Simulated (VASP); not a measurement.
# BAs (F-43m) in VASP: single point with r2SCANh

Aim: the single point of BAs with r2SCANh.

Everything below comes from runs of VASP 6.6.1. Logs are shortened: lines on timing, memory, paths and dates and some standing lists are left out, and cuts for length are marked.

**1. The cell of the first run**

The structure is cubic, space group F-43m (No. 216). Conventional cell: a = 4.784 Å, b = 4.784 Å, c = 4.784 Å, α = 90.00°, β = 90.00°, γ = 90.00°. Within 2.7 Å of B (site symmetry -43m) lie 4 As at 2.07 Å. As (site symmetry -43m) has 4 B at 2.07 Å within 2.7 Å.

**2. Single point, r2SCANh**

POSCAR reads:

```
BAs
1.0
    0.0000000000      2.3918698983      2.3918698983
    2.3918698983      0.0000000000      2.3918698983
    2.3918698983      2.3918698983      0.0000000000
B As
1 1
Direct
    0.0000000000      0.0000000000      0.0000000000
    0.2500000000      0.2500000000      0.2500000000
```

INCAR.step1 reads:

```
PREC = Accurate
ENCUT = 520
EDIFF = 1E-5
ISMEAR = 0
SIGMA = 0.01
LREAL = False
LASPH = True
NELM = 100
ALGO = Normal
ISIF = 2
LWAVE = True
LCHARG = False
NBANDS = 11
GGA = PE
```

INCAR.step2 reads:

```
PREC = Accurate
ENCUT = 520
EDIFF = 1E-7
ISMEAR = 0
SIGMA = 0.01
LREAL = False
LASPH = True
NELM = 100
ALGO = Normal
ISIF = 2
LWAVE = False
LCHARG = False
METAGGA = R2SCAN
LHFCALC = True
AEXX = 0.1
LMIXTAU = True
PRECFOCK = Normal
NBANDS = 11
ISTART = 1
```

KPOINTS reads:

```
regular mesh
0
Gamma
  6 6 6
```

Potentials or basis: VASP PAW PBE potentials, release 64 (B, As).

Started as:

```sh
> cat potpaw_PBE.64/B/POTCAR potpaw_PBE.64/As/POTCAR > POTCAR
> cp INCAR.step1 INCAR
> mpirun -np 1 vasp_std > vasp.out
> cp INCAR.step2 INCAR
> mpirun -np 1 vasp_std > vasp.out
```

OUTCAR:

```text
PREC = Accurate
   ENCUT = 520
   EDIFF = 1E-7
   ISMEAR = 0
   LREAL = False
   LASPH = True
   NELM = 100
   ISIF = 2
   METAGGA = R2SCAN
   LHFCALC = True
   AEXX = 0.1
   PRECFOCK = Normal
   ISTART = 1

 ion  position               nearest neighbor table
   1  0.000  0.000  0.000-   2 2.07   2 2.07   2 2.07   2 2.07
   2  0.250  0.250  0.250-   1 2.07   1 2.07   1 2.07   1 2.07

  LATTYP: Found a face centered cubic cell.
 ALAT       =     4.7837397966

  Lattice vectors:

 A1 = (   0.0000000000,   2.3918698983,   2.3918698983)
 A2 = (   2.3918698983,   0.0000000000,   2.3918698983)
 A3 = (   2.3918698983,   2.3918698983,   0.0000000000)

Analysis of symmetry for initial positions (statically):
=====================================================================
 Subroutine PRICEL returns:
 Original cell was already a primitive cell.

 Routine SETGRP: Setting up the symmetry group for a
 face centered cubic supercell.

 Subroutine GETGRP returns: Found 24 space group operations
 (whereof 24 operations were pure point group operations)
 out of a pool of 48 trial point group operations.

The static configuration has the point symmetry T_d .

Analysis of symmetry for dynamics (positions and initial velocities):
=====================================================================
 Subroutine PRICEL returns:
 Original cell was already a primitive cell.

 Routine SETGRP: Setting up the symmetry group for a
 face centered cubic supercell.

 Subroutine GETGRP returns: Found 24 space group operations
 (whereof 24 operations were pure point group operations)
 out of a pool of 48 trial point group operations.

The dynamic configuration has the point symmetry T_d .

 Subroutine INISYM returns: Found 24 space group operations
 (whereof 24 operations are pure point group operations),
 and found     1 'primitive' translations

----------------------------------------------------------------------------------------

                                     Primitive cell

  volume of cell :      27.3680

  direct lattice vectors                    reciprocal lattice vectors
     0.000000000  2.391869898  2.391869898    -0.209041470  0.209041470  0.209041470
     2.391869898  0.000000000  2.391869898     0.209041470 -0.209041470  0.209041470
     2.391869898  2.391869898  0.000000000     0.209041470  0.209041470 -0.209041470

  length of vectors
     3.382614850  3.382614850  3.382614850     0.362070447  0.362070447  0.362070447
[... 88 lines left out ...]
   EFERMI_NEDOS =   21; number of points for ismear=-14 and -15
   IALGO  =     38    algorithm
   IMIX   =      1    mixing-type and parameters
     AMIX     =   0.40;   BMIX     =  1.00
     AMIX_MAG =   1.60;   BMIX_MAG =  1.00
  volume/ion in A,a.u.               =      13.68        92.34
  Fermi-wavevector in a.u.,A,eV,Ry     =   1.086486  2.053160 16.061008  1.180451
  Thomas-Fermi vector in A             =   2.222623
   LORBIT       =      0    0 simple, 1 ext, 2 COOP (PROOUT), +10 PAW based schemes
   METAGGA = R2SCAN    functional components
   LHFCALC =     T    Hartree Fock is set to
   PRECFOCK=normal    Normal, Fast or Accurate (Low or Medium for compatibility)
   ENCUT4O =  -1.0   cutoff for four orbital integrals eV
   NKREDX  =     1    reduce k-point grid by
   NKREDY  =     1    reduce k-point grid by
   NKREDZ  =     1    reduce k-point grid by
   AEXX    =    0.1000 exact exchange contribution
   HFSCREEN=    0.0000 screening length (either q_TF or 0.3 A-1)
   HFSCREENC=   0.0000 screening length for correlation (either q_TF or 0.3 A-1)
   ENCUTFOCK=  -1.0 apply spherical cutoff to Coloumb kernel
   IVDW    =     0    specifies the selected vdW correction
   LEPSILON=     F    determine dielectric tensor
   LRPA    =     F    only Hartree local field effects (RPA)
 non-spin polarized calculation
 Gauss-broadening in eV      SIGMA  =   0.01
  energy-cutoff  :      520.00
  volume of cell :       27.37
 maximum number of plane-waves:       754
 NGX is ok and might be reduce to    28
  NGX = 20; NGY = 20; NGZ = 20

 number of electron       8.0000000 magnetization

 Free energy of the ion-electron system (eV)
  ---------------------------------------------------
  ext. energy  EPLUGINS =         0.00000000
  ---------------------------------------------------
  free energy    TOTEN  =       -22.29411613 eV

  energy without entropy =      -22.29411613  energy(sigma->0) =      -22.29411613

 E-fermi :   5.7705     XC(G=0): -10.1346

 val. band max:        5.7086631617   @ k =   0.0000   0.0000   0.0000
 cond. band min:       7.6763835601   @ k =   0.3333   0.3333   0.0000
 fundamental gap:      1.9677203984
 Fermi energy:         5.7704711662

 k-point     1 :       0.0000    0.0000    0.0000
  band No.  band energies     occupation
      1     -10.9666      2.00000
      2       5.7087      2.00000
      3       5.7087      2.00000
      4       5.7087      2.00000
      5       9.7093      0.00000
      6       9.7093      0.00000
      7       9.7093      0.00000
      8      11.4585      0.00000
      9      16.6403      0.00000
     10      19.7808      0.00000
     11      19.7808      0.00000
[... 197 lines left out ...]
 k-point    16 :      -0.3333    0.5000    0.1667
  band No.  band energies     occupation
      1      -6.2449      2.00000
      2      -3.3402      2.00000
      3       0.1560      2.00000
      4       0.3660      2.00000
      5      10.3424      0.00000
      6      10.6112      0.00000
      7      15.5616      0.00000
      8      15.8539      0.00000
      9      19.5882      0.00000
     10      22.9440      0.00000
     11      23.1059      0.00000

------------------------ aborting loop because EDIFF is reached ----------------------------------------

  FORCE on cell =-STRESS in cart. coord.  units (eV):
  Direction    XX          YY          ZZ          XY          YZ          ZX
  --------------------------------------------------------------------------------------
  -------------------------------------------------------------------------------------
  Total       -0.1478920     -0.1478920     -0.1478920     -0.0000000     -0.0000000     -0.0000000
  in kB       -8.6579010     -8.6579010     -8.6579010     -0.0000000     -0.0000000     -0.0000000
  external PRESSURE =      -8.6579010 kB  Pullay stress =       0.0000000 kB

 VOLUME and BASIS-vectors are now :
 -----------------------------------------------------------------------------
  energy-cutoff  :      520.00
  volume of cell :       27.37
      direct lattice vectors                 reciprocal lattice vectors
     0.000000000  2.391869898  2.391869898    -0.209041470  0.209041470  0.209041470
     2.391869898  0.000000000  2.391869898     0.209041470 -0.209041470  0.209041470
     2.391869898  2.391869898  0.000000000     0.209041470  0.209041470 -0.209041470

 POSITION                                       TOTAL-FORCE (eV/Angst)
 -----------------------------------------------------------------------------------
      0.00000      0.00000      0.00000        -0.000000     -0.000000     -0.000000
      1.19593      1.19593      1.19593         0.000000      0.000000      0.000000
 -----------------------------------------------------------------------------------
    total drift:                               -0.000000     -0.000000     -0.000000

  FREE ENERGIE OF THE ION-ELECTRON SYSTEM (eV)
  ---------------------------------------------------
  free  energy   TOTEN  =       -22.2941161345 eV

  energy  without entropy=      -22.2941161345  energy(sigma->0) =      -22.29411613
```

OUTCAR.step1:

```text
PREC = Accurate
   ENCUT = 520
   EDIFF = 1E-5
   ISMEAR = 0
   LREAL = False
[... 436 lines left out ...]
      0.00000      0.00000      0.00000        -0.000000     -0.000000     -0.000000
      1.19593      1.19593      1.19593         0.000000      0.000000      0.000000
 -----------------------------------------------------------------------------------
    total drift:                               -0.000000     -0.000000     -0.000000

  FREE ENERGIE OF THE ION-ELECTRON SYSTEM (eV)
  ---------------------------------------------------
  free  energy   TOTEN  =       -11.3899461141 eV

  energy  without entropy=      -11.3899461141  energy(sigma->0) =      -11.38994611
```

OSZICAR.step1:

```text
N       E                     dE             d eps       ncg     rms          rms(c)
DAV:   1     0.132268845414E+02    0.13227E+02   -0.37106E+03   352   0.640E+02
DAV:   2    -0.113423096265E+02   -0.24569E+02   -0.23826E+02   470   0.107E+02
DAV:   3    -0.120245303723E+02   -0.68222E+00   -0.68100E+00   441   0.170E+01
DAV:   4    -0.120262161774E+02   -0.16858E-02   -0.16858E-02   391   0.977E-01
DAV:   5    -0.120262187642E+02   -0.25868E-05   -0.25867E-05   416   0.408E-02    0.491E+00
DAV:   6    -0.114554409153E+02    0.57078E+00   -0.15809E+00   376   0.510E+00    0.239E+00
DAV:   7    -0.113962612553E+02    0.59180E-01   -0.19056E-01   406   0.215E+00    0.985E-01
DAV:   8    -0.113894630644E+02    0.67982E-02   -0.20504E-02   391   0.816E-01    0.986E-02
DAV:   9    -0.113897795929E+02   -0.31653E-03   -0.78391E-04   415   0.161E-01    0.585E-02
DAV:  10    -0.113899403246E+02   -0.16073E-03   -0.19705E-04   369   0.858E-02    0.120E-02
DAV:  11    -0.113899461141E+02   -0.57895E-05   -0.52546E-06   391   0.155E-02
   1 F= -.11389946E+02 E0= -.11389946E+02  d E =-.260758E-14
```

It took 4.9 min on 1 thread of Intel Xeon 6975P-C (Granite Rapids), shared host; peak memory 0.18 GiB.

Results:

```
Free energy            : -22.2941 eV
Pressure               : -0.9 GPa
Band gap on the k mesh : 1.97 eV (least direct gap 4.00 eV)
```

Caveat: the PAW data sets were made with another functional, which shifts forces and pressure a little. A k mesh can miss the band edges.
